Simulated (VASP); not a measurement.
SnSe2:

```
CELL_PARAMETERS angstrom
3.81100 0.00000 0.00000
-1.90550 3.30042 0.00000
0.00000 0.00000 6.13600
ATOMIC_POSITIONS crystal
Sn 0.00000 0.00000 0.00000
Se 0.33333 0.66667 0.24900
Se 0.66667 0.33333 0.75100
```

* Program: VASP 6.6.1
* Task: relaxation of cell and atoms
* Functional: r2SCAN
* Potentials or basis: VASP PAW PBE potentials, release 64 (Sn_d, Se)
* Cutoff: 600 eV
* k mesh: 12 × 12 × 4
* Occupations: fermi-dirac, width 0.02 eV
* Spin: no spin polarisation

At the start: pressure 3.7 GPa; volume 25.73 Å³/atom.

Task: Where does the relaxation end?

Result: Over 11 steps the energy falls by 17.6 meV/atom and the volume is 27.89 Å³/atom (+8.4 %); space group P-3m1 (No. 164, to 0.1 Å) before and after.

Step by step:
```csv
step,energy change (eV),largest force (eV/Å),pressure (GPa),volume (Å³)
1,0.0000,0.5357,3.65,77.18
2,-0.0069,0.5161,-2.86,83.91
3,-0.0451,0.0447,-0.05,80.56
4,-0.0451,0.0340,0.02,80.49
5,-0.0465,0.0555,0.07,80.51
6,-0.0475,0.0977,0.16,80.55
7,-0.0487,0.0920,0.10,80.88
8,-0.0512,0.0756,-0.06,81.85
9,-0.0525,0.0436,-0.29,83.80
10,-0.0513,0.1116,0.51,83.41
11,-0.0528,0.0050,-0.04,83.68
```

Final structure:
```
Sn Se
1.0
     3.84252    0.00000    0.00000
    -1.92126    3.32772    0.00000
     0.00000    0.00000    6.54395
Sn Se
1 2
Cartesian
  0.0000 0.0000 0.0000
  0.0000 2.2185 1.5742
  1.9213 1.1092 4.9697
```

Caveat: the PAW data sets were made with another functional, which shifts forces and pressure a little.
